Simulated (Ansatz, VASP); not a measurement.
## One calculation of CO, two programs

```xyz
12
Lattice="7.0339 0.0000 0.0000 0.0000 7.0339 0.0000 0.0000 0.0000 7.0339" Properties=species:S:1:pos:R:3 pbc="T T T"
O     6.6155    3.8051    2.0890
O    -0.1779    0.7302    0.1781
O     1.6344    4.9748    6.5386
O     2.6632    3.1349    2.3841
O     1.7975    0.1480    3.7815
O     4.5125    4.3573    4.9260
C     6.4273    4.9108    2.2794
C     0.7245    1.3536   -0.1165
C     1.1499    4.4907    5.6321
C     3.4002    3.0813    1.5217
C     2.3470   -0.2304    2.8631
C     5.0776    4.7670    5.8218
```

Alike in both runs: functional PBE; dispersion D3(BJ); k mesh 1 × 1 × 1; occupations fermi-dirac, width 0.02 eV; no spin polarisation.

Ansatz relaxed the structure, and its values are those at the end. VASP's run is a single point on that final structure, the one shown.

|  | VASP | Ansatz |
| --- | --- | --- |
| version | VASP 6.6.1 | Ansatz 0.2.0 |
| potentials or method | VASP PAW PBE potentials, release 64 (O_h, C_h), cutoff 1000 eV | scalar-relativistic, plane waves, PAW |
| valence electrons in the cell | 60 | 60 |

```csv
,VASP,Ansatz,Ansatz less VASP
rms of the force components (eV/Å),0.061,0.074,+0.0125
```
